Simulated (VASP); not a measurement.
Write the native input for VASP 6.6.1 that does the following.

```
Task                   : single point
Functional             : LDA
Potentials or basis    : VASP PAW LDA potentials, release 64 (Sn_d, O)
Cutoff                 : 520 eV
k mesh                 : 6 × 6 × 6
Occupations            : gaussian, width 0.05 eV
Spin                   : no spin polarisation
Dipole correction      : no
Further INCAR settings : ALGO = Normal; EDIFF = 1e-07; NBANDS = 64
```

The structure of SnO2 lies in POSCAR:

```
SnO2
1.0
    0.0000000000      4.4289551266      4.4289551266
    4.4289551266      0.0000000000      4.4289551266
    4.4289551266      4.4289551266      0.0000000000
Sn O
4 8
Direct
    0.1448692462      0.1051307538      0.6051307538
    0.6250000000      0.1250000000      0.1250000000
    0.1250000000      0.6250000000      0.1250000000
    0.1250000000      0.1250000000      0.1250000000
    0.8907311159      0.8907311159      0.8907311159
    0.8907311159      0.3278066522      0.8907311159
    0.8907311159      0.8907311159      0.3278066522
    0.3278066522      0.8907311159      0.8907311159
    0.9221933478      0.3592688841      0.3592688841
    0.3592688841      0.3592688841      0.9221933478
    0.3592688841      0.9221933478      0.3592688841
    0.3592688841      0.3592688841      0.3592688841
```

This cell differs from its parent crystal: atom 1 (Sn) moved by -0.176 Å along [1 0 0] and -0.000 Å along [0 0 1].

The input as run:

INCAR

```
ALGO = Normal
EDIFF = 1E-7
ENCUT = 520
GGA = CA
ISIF = 2
ISMEAR = 0
LASPH = True
LCHARG = False
LREAL = False
LWAVE = False
NBANDS = 64
NELM = 80
PREC = Accurate
SIGMA = 0.05
```

KPOINTS

```
k-points
0
Gamma
  6 6 6
```

Potentials or basis: VASP PAW LDA potentials, release 64 (Sn_d, O).

Run with:

```console
$ cat potpaw_LDA.64/Sn_d/POTCAR potpaw_LDA.64/O/POTCAR > POTCAR
$ mpirun -np 1 vasp_std > vasp.out
```

It gave:

| Item | Value |
| --- | --- |
| Pressure | 2.0 GPa |
| Largest force | 5.069 eV/Å |
| Band gap on the k mesh | 1.77 eV |

Caveat: the cell differs from its parent crystal (atom 1 (Sn) moved by -0.176 Å along [1 0 0] and -0.000 Å along [0 0 1]); spin-orbit coupling is left out, which moves the levels of the heavy elements; forces of over 1 eV/Å act on the atoms, so gaps and moduli don't describe the material at rest.

It took 14 min on 1 thread of Intel(R) Xeon(R) Platinum 8488C (Sapphire Rapids), with other jobs on the host, peak memory 0.61 GiB.
